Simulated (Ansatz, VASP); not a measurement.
**Two plane-wave programs on Sn**

File POSCAR:

```
Sn
1.0
   -2.9401404553      2.9401404553      1.5993019889
    2.9401404553     -2.9401404553      1.5993019889
    2.9401404553      2.9401404553     -1.5993019889
Sn
2
Direct
    0.0000000000      0.0000000000      0.0000000000
    0.7500000000      0.2500000000      0.5000000000
```

The input INCAR.step1:

```
SYSTEM = Sn
  PREC = Accurate
  ENCUT = 520
  ISMEAR = -1
  SIGMA = 0.05
  LREAL = .False.
  LASPH = .True.
  NELM = 80
  NBANDS = 21
  GGA = PE
  ALGO = Normal
  EDIFF = 1E-4
  LWAVE = .True.
  LCHARG = .False.
```

File INCAR.step2:

```
SYSTEM = Sn
  PREC = Accurate
  ENCUT = 520
  EDIFF = 1E-6
  ISMEAR = -1
  SIGMA = 0.05
  LREAL = .False.
  LASPH = .True.
  NELM = 80
  ALGO = Normal
  ISIF = 2
  LWAVE = .False.
  LCHARG = .True.
  METAGGA = R2SCAN
  LMIXTAU = .True.
  LELF = .True.
  LVHAR = .True.
  NBANDS = 21
  ISTART = 1
```

File KPOINTS:

```
regular mesh
0
Gamma
  9 9 9
  0 0 0
```

The input input.yaml:

```yaml
crystal:
  lattice:
    - [-2.9401404553, 2.9401404553, 1.5993019889]
    - [2.9401404553, -2.9401404553, 1.5993019889]
    - [2.9401404553, 2.9401404553, -1.5993019889]
  atoms:
    - { symbol: Sn, position: [0.0, 0.0, 0.0] }
    - { symbol: Sn, position: [0.75, 0.25, 0.5] }
hamiltonian:
  xc: r2scan
  pseudopotentials: { kind: paw }
kpoints:
  mp_grid: { grid: [9, 9, 9] }
  band_path:
    path:
      - [[0.0, 0.0, 0.0], [0.0, 0.0, 0.5], [-0.5, 0.5, 0.5], [0.0, 0.0, 0.0], [0.3239715651, 0.3239715651, -0.3239715651], [0.25, 0.25, 0.25], [0.0, 0.5, 0.0], [-0.3239715651, 0.6760284349, 0.3239715651], [-0.5, 0.5, 0.5]]
      - [[0.0, 0.0, 0.5], [0.25, 0.25, 0.25]]
    npoints: 14
scf:
  occupations: { method: fermi_dirac, width: 0.05 }
  n_extra_bands: 6
output:
  forces: true
  stress: true
  eigenvalues: true
  fatbands: true
```

Alike in both runs: functional r2SCAN; k mesh 9 × 9 × 9; occupations fermi-dirac, width 0.05 eV; no spin polarisation.

|  | VASP | Ansatz |
| --- | --- | --- |
| version | VASP 6.6.1 | Ansatz 0.2.0 |
| potentials or method | VASP PAW PBE potentials, release 64 (Sn_d) | Ansatz PAW |
| plane-wave cutoff (eV) | 520 | 500 |
| valence electrons in the cell | 28 | 28 |
| task | single point | band structure |

```csv
,VASP,Ansatz,Ansatz less VASP
gap on the k mesh at the Fermi level (eV),none,none,-
pressure (GPa),-0.1,-0.1,+0.02
"traceless stress, the component that is largest in VASP (GPa)",-0.30,-0.30,-0.001
```

VASP's potentials were made for PBE, not for r2SCAN. A gap of «none» marks a metal or a gap that the smearing closes. The functional is the same, so the differences come from potentials, cutoffs and numerics.
